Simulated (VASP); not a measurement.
Here is a VASP 6.6.1 calculation.

The input INCAR:

```
SYSTEM = WC
PREC = Accurate ; ENCUT = 520
EDIFF = 1E-6 ; ISMEAR = 1
SIGMA = 0.1 ; LREAL = .False.
LASPH = .True. ; NELM = 80
ALGO = Normal ; ISIF = 2
LWAVE = .False. ; LCHARG = .False.
GGA = CA ; NBANDS = 16
```

Contents of KPOINTS:

```
Automatic mesh
0
Gamma
  11 11 11
  0 0 0
```

Contents of POSCAR:

```
WC
1.0
    0.0000000000      2.1779635834      2.1779635834
    2.1779635834      0.0000000000      2.1779635834
    2.1779635834      2.1779635834      0.0000000000
W C
1 1
Direct
    0.0000000000      0.0000000000      0.0000000000
    0.5000000000      0.5000000000      0.5000000000
```

Potentials or basis: VASP PAW LDA potentials, release 64 (W_sv, C).

Launch:

```sh
$ cat potpaw_LDA.64/W_sv/POTCAR potpaw_LDA.64/C/POTCAR > POTCAR
$ mpirun -np 1 vasp_std > vasp.out
```

Q: What does it give for the pressure?

A: -6.6 GPa.

Q: Predict the band gap on the k mesh.

A: Zero (band 9 reaches 13.55 eV, above the bottom of band 10 at 10.40 eV).

Caveat: spin-orbit coupling is left out, which moves the levels of the heavy elements.
